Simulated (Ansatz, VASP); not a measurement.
# Si: VASP beside Ansatz

```
CELL_PARAMETERS angstrom
-8.20514 0.00000 8.20514
-8.20514 -8.20514 0.00000
0.00000 -8.20514 8.20514
ATOMIC_POSITIONS crystal
Si 0.25000 0.91667 0.25000
Si 0.25000 0.58333 0.25000
Si 0.25000 0.25000 0.25000
Si 0.25000 0.91667 0.58333
Si 0.25000 0.58333 0.58333
Si 0.25000 0.25000 0.58333
Si 0.25000 0.91667 0.91667
Si 0.25000 0.58333 0.91667
Si 0.25000 0.25000 0.91667
Si 0.58333 0.91667 0.25000
Si 0.58333 0.58333 0.25000
Si 0.58333 0.25000 0.25000
Si 0.58333 0.91667 0.58333
Si 0.58333 0.58333 0.58333
Si 0.58333 0.25000 0.58333
Si 0.58333 0.91667 0.91667
Si 0.58333 0.58333 0.91667
Si 0.58333 0.25000 0.91667
Si 0.91667 0.91667 0.25000
Si 0.91667 0.58333 0.25000
Si 0.91667 0.25000 0.25000
Si 0.91667 0.91667 0.58333
Si 0.91667 0.58333 0.58333
Si 0.91667 0.25000 0.58333
Si 0.91667 0.91667 0.91667
Si 0.91667 0.58333 0.91667
Si 0.91667 0.25000 0.91667
Si 0.16667 0.16667 0.16667
Si 0.16667 0.83333 0.16667
Si 0.16667 0.50000 0.16667
Si 0.16667 0.16667 0.50000
Si 0.16667 0.83333 0.50000
Si 0.16667 0.50000 0.50000
Si 0.16667 0.16667 0.83333
Si 0.16667 0.83333 0.83333
Si 0.16667 0.50000 0.83333
Si 0.50000 0.16667 0.16667
Si 0.50000 0.83333 0.16667
Si 0.50000 0.50000 0.16667
Si 0.50000 0.16667 0.50000
Si 0.50000 0.83333 0.50000
Si 0.50000 0.50000 0.50000
Si 0.50000 0.16667 0.83333
Si 0.50000 0.83333 0.83333
Si 0.50000 0.50000 0.83333
Si 0.83333 0.16667 0.16667
Si 0.83333 0.83333 0.16667
Si 0.83333 0.50000 0.16667
Si 0.83333 0.16667 0.50000
Si 0.83333 0.83333 0.50000
Si 0.83333 0.50000 0.50000
Si 0.83333 0.16667 0.83333
Si 0.83333 0.83333 0.83333
Si 0.83333 0.50000 0.83333
```

Alike in both runs: task single point; functional PBE; k mesh 2 × 2 × 2; occupations gaussian, width 0.01 eV; no spin polarisation.

|  | VASP | Ansatz |
| --- | --- | --- |
| version | VASP 6.6.1 | Ansatz 0.2.0 |
| potentials or method | VASP PAW PBE potentials, release 64 (Si), cutoff 520 eV | scalar-relativistic, plane waves, PAW |
| valence electrons in the cell | 216 | 216 |

|  | VASP | Ansatz | Ansatz less VASP |
| --- | --- | --- | --- |
| gap on the k mesh at the Fermi level (eV) | 0.75 | 0.75 | -0.002 |
| least direct gap on the mesh (eV) | 0.76 | 0.75 | -0.003 |
| pressure (GPa) | 0.0 | 0.1 | +0.06 |
